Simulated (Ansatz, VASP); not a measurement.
CsTi2: VASP beside Ansatz

INCAR

```
ALGO     = Normal         # electronic algorithm
EDIFF    = 1E-7           # SCF threshold, eV
ENCUT    = 520            # plane-wave cutoff, eV
GGA      = PE             # functional
ISIF     = 2              # what is computed and relaxed
ISMEAR   = 0              # smearing method
LASPH    = True           # aspherical terms in the spheres
LCHARG   = False          # write CHGCAR
LREAL    = False          # projectors in reciprocal space
LWAVE    = False          # write WAVECAR
NBANDS   = 24             # bands
NELM     = 100            # most SCF steps
PREC     = Accurate       # precision mode
SIGMA    = 0.1            # smearing width, eV
```

KPOINTS

```
k-points
0
Gamma
  6 6 6
```

Contents of POSCAR:

```
CsTi2
1.0
    1.6122953890      0.9308591768      8.6326308103
   -1.6122953890      0.9308591768      8.6326308103
    0.0000000000     -1.8617183537      8.6326308103
Cs Ti
1 2
Direct
    0.0000000000      0.0000000000      0.0000000000
    0.8731806803      0.8731806803      0.8731806803
    0.1268193197      0.1268193197      0.1268193197
```

Input for Ansatz:

```yaml
crystal:
  lattice:
    - [1.612295389, 0.9308591768, 8.6326308103]
    - [-1.612295389, 0.9308591768, 8.6326308103]
    - [0.0, -1.8617183537, 8.6326308103]
  atoms:
    - { symbol: Cs, position: [0.0, 0.0, 0.0] }
    - { symbol: Ti, position: [0.8731806803, 0.8731806803, 0.8731806803] }
    - { symbol: Ti, position: [0.1268193197, 0.1268193197, 0.1268193197] }
basis:
  ecutwfc: 420
kpoints:
  mp_grid: { grid: [6, 6, 6] }
hamiltonian:
  xc: pbe
scf:
  occupations: { method: gaussian, width: 0.1 }
  lower_state_search: "off"
output:
  forces: true
  stress: true
  eigenvalues: true
```

Change from the starting cell: the structure that the rattled cell fell into.

Alike in both runs: task single point; functional PBE; k mesh 6 × 6 × 6; occupations gaussian, width 0.1 eV; no spin polarisation.

|  | VASP | Ansatz |
| --- | --- | --- |
| version | VASP 6.6.1 | Ansatz 0.2.0 |
| potentials or method | VASP PAW PBE potentials, release 64 (Cs_sv, Ti_sv), cutoff 520 eV | scalar-relativistic, plane waves, PAW |
| valence electrons in the cell | 33 | 33 |

|  | VASP | Ansatz | Ansatz less VASP |
| --- | --- | --- | --- |
| gap on the k mesh at the Fermi level (eV) | none | none | - |
| pressure (GPa) | -0.2 | -0.4 | -0.27 |
| traceless stress, the component that is largest in VASP (GPa) | -0.34 | -0.29 | +0.047 |
| rms of the force components (eV/Å) | 0.144 | 0.125 | -0.0195 |

Atom by atom the forces differ by 0.019 eV/Å (rms over components). A gap of «none» marks a metal or a gap that the smearing closes.

The k mesh is coarse, so the values compare programs but aren't converged. Neither program's run includes spin-orbit coupling.
